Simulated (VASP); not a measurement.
# Li3B2 (P-3m1) in VASP: single point with PBE

Aim: the single point of Li3B2 with PBE.

Program: VASP 6.6.1. These are calculated values, not measurements. Logs are shortened: lines on timing, memory, paths and dates and some standing lists are left out, and cuts for length are marked.

## Step 1: The cell of the first run

It takes space group P-3m1 (No. 164, trigonal). The conventional cell has a = 3.447 Å, b = 3.447 Å, c = 5.499 Å, α = 90.00°, β = 90.00°, γ = 120.00°. Within 2.9 Å of Li (site symmetry 3m) lie 3 Li at 2.18 Å and 4 B at 2.28 to 2.43 Å. Li (site symmetry -3m) has 6 B at 2.19 Å within 2.9 Å. Within 2.9 Å of B (site symmetry 3m) lie 7 Li at 2.19 to 2.43 Å and 3 B at 2.69 Å.

The cell was built from a structure type or drawn by symmetry, and may not be a known phase.

## Step 2: Single point, PBE

INCAR reads:

```
PREC = Accurate
ENCUT = 520
EDIFF = 1E-6
ISMEAR = 0
SIGMA = 0.1
LREAL = False
LASPH = True
NELM = 80
ALGO = Fast
ISIF = 2
LWAVE = False
LCHARG = False
GGA = PE
NBANDS = 16
```

KPOINTS reads:

```
regular mesh
0
Gamma
  6 6 4
```

POSCAR reads:

```
Li3B2
1.0
    3.4471430600      0.0000000000      0.0000000000
   -1.7235715300      2.9853134600      0.0000000000
    0.0000000000      0.0000000000      5.4990906800
Li B
3 2
Direct
    0.3333333300      0.6666666700      0.5802750000
    0.6666666700      0.3333333300      0.4197250000
    0.0000000000      0.0000000000      0.0000000000
    0.3333333300      0.6666666700      0.1648329900
    0.6666666700      0.3333333300      0.8351670100
```

Potentials or basis: VASP PAW PBE potentials, release 64 (Li_sv, B).

Launch:

```bash
$ cat potpaw_PBE.64/Li_sv/POTCAR potpaw_PBE.64/B/POTCAR > POTCAR
$ mpirun -np 1 vasp_std > vasp.out
```

OUTCAR:

```text
PREC = Accurate
   ENCUT = 520
   EDIFF = 1E-6
   ISMEAR = 0
   LREAL = False
   LASPH = True
   NELM = 80
   ISIF = 2
   GGA = PE

 ion  position               nearest neighbor table
   1  0.333  0.667  0.580-   2 2.18   2 2.18   2 2.18   4 2.28
   2  0.667  0.333  0.420-   1 2.18   1 2.18   1 2.18   5 2.28
   3  0.000  0.000  0.000-   4 2.19   5 2.19   4 2.19   5 2.19   5 2.19   4 2.19
   4  0.333  0.667  0.165-   3 2.19   3 2.19   3 2.19   1 2.28
   5  0.667  0.333  0.835-   3 2.19   3 2.19   3 2.19   2 2.28

  LATTYP: Found a hexagonal cell.
 ALAT       =     3.4471430600
 C/A-ratio  =     1.5952603603

  Lattice vectors:

 A1 = (   3.4471430600,   0.0000000000,   0.0000000000)
 A2 = (  -1.7235715300,   2.9853134600,   0.0000000000)
 A3 = (   0.0000000000,   0.0000000000,   5.4990906800)

Analysis of symmetry for initial positions (statically):
=====================================================================
 Subroutine PRICEL returns:
 Original cell was already a primitive cell.

 Routine SETGRP: Setting up the symmetry group for a
 hexagonal supercell.

 Subroutine GETGRP returns: Found 12 space group operations
 (whereof 12 operations were pure point group operations)
 out of a pool of 24 trial point group operations.

The static configuration has the point symmetry D_3d.

Analysis of symmetry for dynamics (positions and initial velocities):
=====================================================================
 Subroutine PRICEL returns:
 Original cell was already a primitive cell.

 Routine SETGRP: Setting up the symmetry group for a
 hexagonal supercell.

 Subroutine GETGRP returns: Found 12 space group operations
 (whereof 12 operations were pure point group operations)
 out of a pool of 24 trial point group operations.

The dynamic configuration has the point symmetry D_3d.

 Subroutine INISYM returns: Found 12 space group operations
 (whereof 12 operations are pure point group operations),
 and found     1 'primitive' translations

----------------------------------------------------------------------------------------

                                     Primitive cell

  volume of cell :      56.5901

  direct lattice vectors                    reciprocal lattice vectors
     3.447143060  0.000000000  0.000000000     0.290095300  0.167486600  0.000000000
    -1.723571530  2.985313460  0.000000000     0.000000000  0.334973199  0.000000000
     0.000000000  0.000000000  5.499090680     0.000000000  0.000000000  0.181848247

  length of vectors
     3.447143060  3.447143060  5.499090680     0.334973199  0.334973199  0.181848247

  position of ions in fractional coordinates (direct lattice)
     0.333333330  0.666666670  0.580275000
     0.666666670  0.333333330  0.419725000
     0.000000000  0.000000000  0.000000000
     0.333333330  0.666666670  0.164832990
     0.666666670  0.333333330  0.835167010

  ion indices of the primitive-cell ions
   primitive index   ion index
                 1           1
                 2           2
                 3           3
                 4           4
                 5           5

----------------------------------------------------------------------------------------

 KPOINTS: regular mesh

Automatic generation of k-mesh.
 Grid dimensions read from file:
 generate k-points for:    6    6    4

 Generating k-lattice:

  Cartesian coordinates                     Fractional coordinates (reciprocal lattice)
     0.048349217  0.027914433  0.000000000     0.166666667  0.000000000  0.000000000
     0.000000000  0.055828867  0.000000000     0.000000000  0.166666667  0.000000000
     0.000000000  0.000000000  0.045462062     0.000000000  0.000000000  0.250000000

  Length of vectors
     0.055828867  0.055828867  0.045462062

  Shift w.r.t. Gamma in fractional coordinates (k-lattice)
     0.000000000  0.000000000  0.000000000

 Subroutine IBZKPT returns following result:
 ===========================================

 Found     24 irreducible k-points:

 Following reciprocal coordinates:
            Coordinates               Weight
  0.000000  0.000000  0.000000      1.000000
  0.166667 -0.000000  0.000000      6.000000
  0.333333  0.000000  0.000000      6.000000
  0.500000 -0.000000  0.000000      3.000000
  0.166667  0.166667  0.000000      6.000000
  0.333333  0.166667  0.000000     12.000000
[... 16 lines left out ...]
  0.333333  0.166667  0.500000     12.000000
  0.333333  0.333333  0.500000      2.000000
   k-points           NKPTS =     24   k-points in BZ     NKDIM =     24   number of bands    NBANDS=     16
   number of dos      NEDOS =    301   number of ions     NIONS =      5
   total plane-waves  NPLWV =  32928
   dimension x,y,z NGX =    28 NGY =   28 NGZ =   42
   dimension x,y,z NGXF=    56 NGYF=   56 NGZF=   84
   ions per type =               3   2
   NGX,Y,Z   is equivalent  to a cutoff of  13.50, 13.50, 12.70 a.u.
   NGXF,Y,Z  is equivalent  to a cutoff of  27.01, 27.01, 25.39 a.u.
 SYSTEM =  unknown system
   PREC   = accura    normal or accurate (medium, high low for compatibility)
   ISTART =      0    job   : 0-new  1-cont  2-samecut
   ICHARG =      2    charge: 1-file 2-atom 10-const
   ISPIN  =      1    spin polarized calculation?
   LNONCOLLINEAR =      F non collinear calculations
   LSORBIT =      F    spin-orbit coupling
   LASPH  =      T    aspherical Exc in radial PAW
   ENCUT  =  520.0 eV  38.22 Ry    6.18 a.u.   6.41  6.41 10.22*2*pi/ulx,y,z
   NELM   =     80;   NELMIN=  2; NELMDL= -5     # of ELM steps
   EDIFF  = 0.1E-05   stopping-criterion for ELM
   LREAL  =      F    real-space projection
   EDIFFG = 0.1E-04   stopping-criterion for IOM
   NSW    =      0    number of steps for IOM
   IBRION =     -1    ionic relax: 0-MD 1-quasi-New 2-CG
   NFREE  =      0    steps in history (QN), initial steepest desc. (CG)
   ISIF   =      2    stress and relaxation
   ISYM   =      2    0-nonsym 1-usesym 2-fastsym
   POTIM  = 0.5000    time-step for ionic-motion
   TEBEG  =    0.0;   TEEND  =   0.0 temperature during run
   PSTRESS=    0.0 pullay stress
   NELECT =      15.0000    total number of electrons
   NUPDOWN=      -1.0000    fix difference up-down
   EMIN   =  10.00;   EMAX   =-10.00  energy-range for DOS
   EFERMI =   0.00;   METHOD = LEGACY
   ISMEAR =     0;   SIGMA  =   0.10  broadening in eV -4-tet -1-fermi 0-gaus
   EFERMI_NEDOS =   21; number of points for ismear=-14 and -15
   IALGO  =     68    algorithm
   IMIX   =      4    mixing-type and parameters
     AMIX     =   0.40;   BMIX     =  1.00
     AMIX_MAG =   1.60;   BMIX_MAG =  1.00
  volume/ion in A,a.u.               =      11.32        76.38
  Fermi-wavevector in a.u.,A,eV,Ry     =   1.051619  1.987272 15.046725  1.105903
  Thomas-Fermi vector in A             =   2.186670
   LORBIT       =      0    0 simple, 1 ext, 2 COOP (PROOUT), +10 PAW based schemes
   GGA     = PE    functional components
   LHFCALC =     F    Hartree Fock is set to
   AEXX    =    0.0000 exact exchange contribution
   IVDW    =     0    specifies the selected vdW correction
   LEPSILON=     F    determine dielectric tensor
   LRPA    =     F    only Hartree local field effects (RPA)
 non-spin polarized calculation
 RMM-DIIS sequential band-by-band and
 Gauss-broadening in eV      SIGMA  =   0.10
  energy-cutoff  :      520.00
  volume of cell :       56.59
 maximum number of plane-waves:      1542
 NGX is ok and might be reduce to    28
   NGX = 13   NGY = 13   NGZ = 21

 number of electron      14.9999999 magnetization

 Free energy of the ion-electron system (eV)
  ---------------------------------------------------
  ext. energy  EPLUGINS =         0.00000000
  ---------------------------------------------------
  free energy    TOTEN  =       -14.54716597 eV

  energy without entropy =      -14.53819169  energy(sigma->0) =      -14.54267883

 E-fermi :   2.5609     XC(G=0):  -9.1997

 val. band max:        2.5507551382   @ k =   0.3333   0.0000   0.0000
 cond. band min:       2.6166032947   @ k =   0.1667  -0.0000   0.0000
 fundamental gap:      0.0658481565
 Fermi energy:         2.5608912986

 k-point     1 :       0.0000    0.0000    0.0000
  band No.  band energies     occupation
      1     -43.6364      2.00000
      2     -43.3825      2.00000
      3     -42.0129      2.00000
      4      -5.9346      2.00000
      5      -2.9915      2.00000
      6       0.0827      2.00000
[... 8 lines left out ...]
     15      11.5519      0.00000
     16      11.8548      0.00000

 k-point     2 :       0.1667   -0.0000    0.0000
  band No.  band energies     occupation
      1     -43.6207      2.00000
      2     -43.3969      2.00000
      3     -42.0117      2.00000
      4      -5.6384      2.00000
      5      -2.7041      2.00000
      6       0.2691      2.00000
[... 8 lines left out ...]
     15      11.3465      0.00000
     16      12.3435      0.00000

 k-point     3 :       0.3333    0.0000    0.0000
  band No.  band energies     occupation
      1     -43.5806      2.00000
      2     -43.4342      2.00000
      3     -42.0092      2.00000
      4      -4.7851      2.00000
      5      -2.1255      2.00000
      6       0.1526      2.00000
[... 8 lines left out ...]
     15      11.2965      0.00000
     16      12.5539      0.00000

 k-point     4 :       0.5000   -0.0000    0.0000
  band No.  band energies     occupation
      1     -43.5489      2.00000
      2     -43.4646      2.00000
      3     -42.0080      2.00000
      4      -3.9041      2.00000
      5      -2.5018      2.00000
      6       0.3752      2.00000
[... 8 lines left out ...]
     15      11.2818      0.00000
     16      12.7673      0.00000

 k-point     5 :       0.1667    0.1667    0.0000
  band No.  band energies     occupation
      1     -43.5923      2.00000
      2     -43.4232      2.00000
      3     -42.0098      2.00000
      4      -5.0569      2.00000
      5      -2.2307      2.00000
      6       0.5653      2.00000
[... 8 lines left out ...]
     15      12.3260      0.00000
     16      12.4692      0.00000

 k-point     6 :       0.3333    0.1667    0.0000
  band No.  band energies     occupation
      1     -43.5489      2.00000
      2     -43.4645      2.00000
      3     -42.0079      2.00000
      4      -4.0071      2.00000
      5      -2.2129      2.00000
      6       0.1944      2.00000
[... 8 lines left out ...]
     15      12.0476      0.00000
     16      13.4352      0.00000
[... 267 lines left out ...]
 k-point    21 :       0.5000   -0.0000    0.5000
  band No.  band energies     occupation
      1     -43.5488      2.00000
      2     -43.4645      2.00000
      3     -42.0079      2.00000
      4      -3.8867      2.00000
      5      -2.3344      2.00000
      6      -0.2839      2.00000
[... 8 lines left out ...]
     15      11.2314      0.00000
     16      12.1646      0.00000

 k-point    22 :       0.1667    0.1667    0.5000
  band No.  band energies     occupation
      1     -43.5923      2.00000
      2     -43.4233      2.00000
      3     -42.0099      2.00000
      4      -4.9365      2.00000
      5      -2.8209      2.00000
      6       1.0887      2.00000
[... 8 lines left out ...]
     15      11.6433      0.00000
     16      13.0950      0.00000

 k-point    23 :       0.3333    0.1667    0.5000
  band No.  band energies     occupation
      1     -43.5489      2.00000
      2     -43.4645      2.00000
      3     -42.0079      2.00000
      4      -3.9354      2.00000
      5      -2.3063      2.00000
      6      -0.1944      2.00000
[... 8 lines left out ...]
     15      11.4019      0.00000
     16      13.0958      0.00000

 k-point    24 :       0.3333    0.3333    0.5000
  band No.  band energies     occupation
      1     -43.5063      2.00000
      2     -43.5063      2.00000
      3     -42.0073      2.00000
      4      -2.9225      2.00000
      5      -2.9225      2.00000
      6       0.6392      2.00000
[... 8 lines left out ...]
     15      12.6288      0.00000
     16      13.3226      0.00000

------------------------ aborting loop because EDIFF is reached ----------------------------------------

  FORCE on cell =-STRESS in cart. coord.  units (eV):
  Direction    XX          YY          ZZ          XY          YZ          ZX
  --------------------------------------------------------------------------------------
  -------------------------------------------------------------------------------------
  Total        1.7849099      1.7849099     -5.2342429     -0.0000000      0.0000000      0.0000000
  in kB       50.5343582     50.5343582   -148.1918532     -0.0000000      0.0000000      0.0000000
  external PRESSURE =     -15.7077123 kB  Pullay stress =       0.0000000 kB

 VOLUME and BASIS-vectors are now :
 -----------------------------------------------------------------------------
  energy-cutoff  :      520.00
  volume of cell :       56.59
      direct lattice vectors                 reciprocal lattice vectors
     3.447143060  0.000000000  0.000000000     0.290095300  0.167486600  0.000000000
    -1.723571530  2.985313460  0.000000000     0.000000000  0.334973199  0.000000000
     0.000000000  0.000000000  5.499090680     0.000000000  0.000000000  0.181848247

 POSITION                                       TOTAL-FORCE (eV/Angst)
 -----------------------------------------------------------------------------------
     -0.00000      1.99021      3.19098        -0.000000      0.000000      1.721446
      1.72357      0.99510      2.30811         0.000000     -0.000000     -1.721446
      0.00000      0.00000      0.00000         0.000000      0.000000      0.000000
     -0.00000      1.99021      0.90643        -0.000000      0.000000     -1.578944
      1.72357      0.99510      4.59266        -0.000000     -0.000000      1.578944
 -----------------------------------------------------------------------------------
    total drift:                                0.000000     -0.000000      0.000000

  FREE ENERGIE OF THE ION-ELECTRON SYSTEM (eV)
  ---------------------------------------------------
  free  energy   TOTEN  =       -14.5471659669 eV

  energy  without entropy=      -14.5381916902  energy(sigma->0) =      -14.54267883
```

Run time: 85 s. Hardware: 1 thread of Intel Xeon 8259CL, shared host; peak memory 0.17 GiB.

Results:

```
Free energy            : -14.5472 eV
Largest force          : 1.721 eV/Å
Band gap on the k mesh : zero (an odd number of electrons rules out a gap without spin polarisation)
```

Forces in eV/Å, atoms in the order of the input:
```
Li   0.000  0.000  1.721
Li   0.000  0.000 -1.721
Li   0.000  0.000  0.000
B    0.000  0.000 -1.579
B    0.000  0.000  1.579
```

Levels at points of the mesh, in eV from the Fermi level:
| k point | band 5 | band 6 | band 7 | band 8 | band 9 | band 10 | band 11 | band 12 |
| --- | --- | --- | --- | --- | --- | --- | --- | --- |
| (0.00, 0.00, 0.00) | -5.55 | -2.48 | 1.84 | 1.84 | 3.05 | 3.05 | 4.13 | 6.76 |
| (0.50, 0.00, 0.00) | -5.06 | -2.19 | -2.00 | -0.36 | 0.57 | 0.76 | 3.19 | 6.09 |
| (0.00, 0.00, 0.50) | -6.21 | -0.63 | 1.99 | 2.09 | 2.09 | 2.83 | 2.83 | 6.26 |
| (0.50, 0.00, 0.50) | -4.90 | -2.84 | -2.41 | -0.01 | 1.42 | 2.01 | 2.44 | 4.62 |

Caveat: the cutoff is under 1.25 times the usual one of these potentials, so pressure, stress and relaxed cells hold a basis-set (Pulay) error; forces of over 1 eV/Å act on the atoms, so gaps and moduli don't describe the material at rest.
